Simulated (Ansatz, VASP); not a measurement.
# Al3Ni2: VASP beside Ansatz

```xyz
5
Lattice="3.9066 0.0000 0.0000 -1.9533 3.3832 0.0000 0.0000 0.0000 4.6185" Properties=species:S:1:pos:R:3 pbc="T T T"
Al    0.0000    0.0000    0.0000
Al    0.0000    2.2554    2.9948
Al    1.9533    1.1277    1.6237
Ni    0.0000    2.2554    0.6753
Ni    1.9533    1.1277    3.9432
```

Change from the starting cell: strain -0.025 along x and y, -0.050 along z, atoms carried along.

Alike in both runs: task single point; functional r2SCAN; k mesh 12 × 12 × 10; occupations gaussian, width 0.15 eV; no spin polarisation.

```csv
,VASP,Ansatz
version,VASP 6.6.1,Ansatz 0.2.0
potentials or method,"VASP PAW PBE potentials, release 64 (Al, Ni), cutoff 520 eV","scalar-relativistic, plane waves, PAW"
valence electrons in the cell,29,45
```

|  | VASP | Ansatz | Ansatz less VASP |
| --- | --- | --- | --- |
| gap on the k mesh at the Fermi level (eV) | none | none | - |
| pressure (GPa) | 18.5 | 18.9 | +0.37 |
| traceless stress, the component that is largest in VASP (GPa) | 6.42 | 6.46 | +0.043 |
| rms of the force components (eV/Å) | 0.098 | 0.096 | -0.0015 |

VASP's potentials were made for PBE, not for r2SCAN. Atom by atom the forces differ by 0.011 eV/Å (rms over components). A gap of «none» marks a metal or a gap that the smearing closes. VASP's potentials hold 29 valence electrons a cell and Ansatz's 45, so a difference there can come from the potentials and not from the codes.
